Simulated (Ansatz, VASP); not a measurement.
InP in VASP and in Ansatz

```
In P
1.0
     0.00000    3.28954    2.32571
     3.28954    0.00000    2.32571
     3.28954    3.28954    0.00000
In P
1 1
Direct
  0.00000 0.00000 0.00000
  0.75000 0.75000 0.75000
```

Alike in both runs: task single point; functional LDA; k mesh 4 × 4 × 4; occupations gaussian, width 0.05 eV; no spin polarisation.

|  | VASP | Ansatz |
| --- | --- | --- |
| version | VASP 6.6.1 | Ansatz 0.2.0 |
| potentials or method | VASP PAW LDA potentials, release 64 (In_d, P), cutoff 500 eV | scalar-relativistic, plane waves, PAW |
| valence electrons in the cell | 18 | 18 |

Ansatz gave:

| Property | Result |
| --- | --- |
| gap on the k mesh at the Fermi level (eV) | 0.27 |
| least direct gap on the mesh (eV) | 0.61 |
| pressure (GPa) | -3.4 |
| traceless stress, the component that is largest in VASP (GPa) | 5.47 |

Q: Which values does VASP return?

A: gap on the k mesh at the Fermi level (eV): 0.24; least direct gap on the mesh (eV): 0.58; pressure (GPa): -3.4; traceless stress, the component that is largest in VASP (GPa): 5.46.

LDA's correlation is that of Perdew and Zunger in VASP and of Perdew and Wang (1992) in Ansatz.

The k mesh is coarse, so the values compare programs but aren't converged.
